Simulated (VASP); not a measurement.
In:

```
CELL_PARAMETERS angstrom
3.33548 0.00000 0.00000
-1.66774 2.88861 0.00000
0.00000 0.00000 5.50914
ATOMIC_POSITIONS crystal
In 0.66667 0.33333 0.75000
In 0.33333 0.66667 0.25000
```

This isn't the form of In at room conditions, which is tetragonal.

| Quantity | Value |
| --- | --- |
| Program | VASP 6.6.1 |
| Task | relaxation of cell and atoms |
| Functional | BLYP |
| Dispersion | D4 |
| Potentials or basis | VASP PAW PBE potentials, release 64 (In_d) |
| Cutoff | 600 eV |
| k mesh | 9 × 9 × 5 |
| Occupations | fermi-dirac, width 0.05 eV |
| Spin | no spin polarisation |

At the start: pressure 1.9 GPa; volume 26.54 Å³/atom.

Problem. Where does the relaxation end?

Solution. Over 14 steps the energy falls by 15.4 meV/atom and the volume is 27.99 Å³/atom (+5.5 %); space group P6_3/mmc (No. 194, to 0.1 Å) before and after.

The path:
| step | energy change (eV) | largest force (eV/Å) | pressure (GPa) | volume (Å³) |
| --- | --- | --- | --- | --- |
| 1 | 0.0000 | 0.0000 | 1.88 | 53.08 |
| 2 | -0.0174 | 0.0000 | 0.35 | 55.50 |
| 3 | -0.0184 | 0.0000 | -0.08 | 56.21 |
| 4 | -0.0184 | 0.0000 | 0.02 | 56.14 |
| 5 | -0.0200 | 0.0000 | -0.06 | 56.20 |
| 6 | -0.0248 | 0.0000 | -0.14 | 56.36 |
| 7 | -0.0300 | 0.0000 | -0.37 | 56.61 |
| 8 | -0.0299 | 0.0000 | -0.43 | 56.58 |
| 9 | -0.0307 | 0.0000 | 0.00 | 55.90 |
| 10 | -0.0308 | 0.0000 | -0.14 | 56.08 |
| 11 | -0.0307 | 0.0000 | -0.08 | 56.02 |
| 12 | -0.0308 | 0.0000 | -0.06 | 56.03 |
| 13 | -0.0308 | 0.0000 | -0.08 | 56.06 |
| 14 | -0.0308 | 0.0000 | -0.04 | 55.98 |

Final structure:
```xyz
2
Lattice="3.3036 0.0000 0.0000 -1.6518 2.8610 0.0000 0.0000 0.0000 5.9225" Properties=species:S:1:pos:R:3 pbc="T T T"
In    1.6518    0.9537    4.4419
In    0.0000    1.9073    1.4806
```

Caveat: the PAW data sets were made with another functional, which shifts forces and pressure a little.
